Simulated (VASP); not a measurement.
A run of VASP 6.6.1:

POSCAR

```
Sn
1.0
   -2.9482820713      2.9504023647      1.5888172584
    2.9504023647     -2.9482820713      1.5888172584
    2.9460530987      2.9460530987     -1.5849306448
Sn
2
Direct
    0.0000251473      0.9999748527      0.0000000000
    0.7499748527      0.2500251473      0.5000000000
```

INCAR.step1

```
PREC = Accurate
ENCUT = 520
ISMEAR = 1
SIGMA = 0.1
LREAL = F
LASPH = T
NELM = 60
NBANDS = 21
GGA = PE
ALGO = Normal
EDIFF = 1E-4
LWAVE = T
LCHARG = F
```

The input INCAR.step2:

```
PREC = Accurate
ENCUT = 520
EDIFF = 1E-7
ISMEAR = 1
SIGMA = 0.1
LREAL = F
LASPH = T
NELM = 60
ALGO = Normal
ISIF = 2
LWAVE = F
LCHARG = F
METAGGA = R2SCAN
LMIXTAU = T
NBANDS = 21
ISTART = 1
```

The input KPOINTS:

```
Automatic mesh
0
Gamma
  11 11 8
```

Potentials or basis: VASP PAW PBE potentials, release 64 (Sn_d).

The run is started by

```bash
$ cat potpaw_PBE.64/Sn_d/POTCAR > POTCAR
$ cp INCAR.step1 INCAR
$ mpirun -np 1 vasp_std > vasp.out
$ cp INCAR.step2 INCAR
$ mpirun -np 1 vasp_std > vasp.out
```

Hardware: 1 thread of Intel(R) Xeon(R) 6975P-C (Granite Rapids), on a shared host.

Task: Estimate the wall time of this run.

Result: Wall time 8.4 min on 1 thread of Intel(R) Xeon(R) 6975P-C (Granite Rapids), with other jobs on the host, peak memory 0.39 GiB. Counts: k points 270.
